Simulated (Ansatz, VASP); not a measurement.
# Two plane-wave programs on Sb

```xyz
2
Lattice="2.1541 1.2437 3.7580 -2.1541 1.2437 3.7580 0.0000 -2.4873 3.7580" Properties=species:S:1:pos:R:3 pbc="T T T"
Sb    0.0000    0.0000    2.6269
Sb    0.0000    0.0000    8.6472
```

Alike in both runs: task relaxation of cell and atoms; functional r2SCAN; k mesh 9 × 9 × 9; occupations fermi-dirac, width 0.1 eV; no spin polarisation.

|  | VASP | Ansatz |
| --- | --- | --- |
| version | VASP 6.6.1 | Ansatz 0.2.0 |
| potentials or method | VASP PAW PBE potentials, release 64 (Sb), cutoff 600 eV | plane waves (500 eV) with PAW, scalar-relativistic |
| valence electrons in the cell | 10 | 30 |

```csv
,VASP,Ansatz,Ansatz less VASP
relaxed volume (Å³/atom),31.50,31.59,+0.092
relaxed cell length with the largest relative difference (Å),4.594,4.612,+0.0175
```

VASP's potentials were made for PBE, not for r2SCAN. VASP's potentials hold 10 valence electrons a cell and Ansatz's 30, so a difference there can come from the potentials and not from the codes.

Spin-orbit coupling is off throughout.
